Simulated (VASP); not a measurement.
Si3N4, 14 atoms in the cell. The structure is hexagonal, space group P6_3/m (No. 176). The conventional cell has a = 7.619 Å, b = 7.619 Å, c = 2.911 Å, α = 90.00°, β = 90.00°, γ = 120.00°. Within 2.3 Å of Si (site symmetry m) lie 4 N at 1.73 to 1.74 Å. Within 2.3 Å of N (site symmetry -6) lie 3 Si at 1.73 Å. Within 2.3 Å of N (site symmetry m) lie 3 Si at 1.74 Å. 

```yaml
Program: VASP 6.6.1
Task: single point
Functional: PBE
Dispersion: D3(BJ)
Potentials_or_basis: VASP PAW PBE potentials, release 64 (Si, N)
Cutoff: 520 eV
k_mesh: 6 × 6 × 8
Occupations: gaussian, width 0.02 eV
Spin: no spin polarisation
Dipole_correction: no
Further_INCAR_settings: ALGO = Normal; EDIFF = 1e-07; NBANDS = 45
```

Potentials or basis: VASP PAW PBE potentials, release 64 (Si, N).

Run with:

```console
$ cat potpaw_PBE.64/Si/POTCAR potpaw_PBE.64/N/POTCAR > POTCAR
$ mpirun -np 1 vasp_std > vasp.out
```

Hardware: 1 thread of Intel(R) Xeon(R) Platinum 8488C (Sapphire Rapids) (shared host).

Question: Estimate the wall time of this run.

Answer: Wall time 3.8 min on 1 thread of Intel(R) Xeon(R) Platinum 8488C (Sapphire Rapids), on a shared host, peak memory 0.38 GiB. Counts: scf iterations 16, k points 40.
